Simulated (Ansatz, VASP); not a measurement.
# WC: VASP beside Ansatz

```
CELL_PARAMETERS angstrom
3.01435 0.00000 0.00000
-1.50718 2.61050 0.00000
0.00000 0.00000 2.94072
ATOMIC_POSITIONS crystal
W 0.00000 0.00000 0.00000
C 0.66667 0.33333 0.50000
```

Change from the starting cell: strain +0.040 along x and y, +0.040 along z, atoms carried along.

Alike in both runs: task single point; functional PBEsol; k mesh 24 × 24 × 22; occupations gaussian, width 0.15 eV; no spin polarisation.

|  | VASP | Ansatz |
| --- | --- | --- |
| version | VASP 6.6.1 | Ansatz 0.2.0 |
| potentials or method | VASP PAW PBE potentials, release 64 (W_sv, C), cutoff 520 eV | scalar-relativistic, plane waves, PAW |
| valence electrons in the cell | 18 | 18 |

|  | VASP | Ansatz | Ansatz less VASP |
| --- | --- | --- | --- |
| gap on the k mesh at the Fermi level (eV) | none | none | - |
| pressure (GPa) | -36.8 | -37.5 | -0.73 |
| traceless stress, the component that is largest in VASP (GPa) | -4.12 | -4.28 | -0.160 |

VASP's potentials were made for PBE, not for PBEsol. A gap of «none» marks a metal or a gap that the smearing closes. Both programs put the cell under strong tension, so it lies far from rest at this level.

Neither program's run includes spin-orbit coupling. Noted on VASP's run: the cell as given lies far from equilibrium.
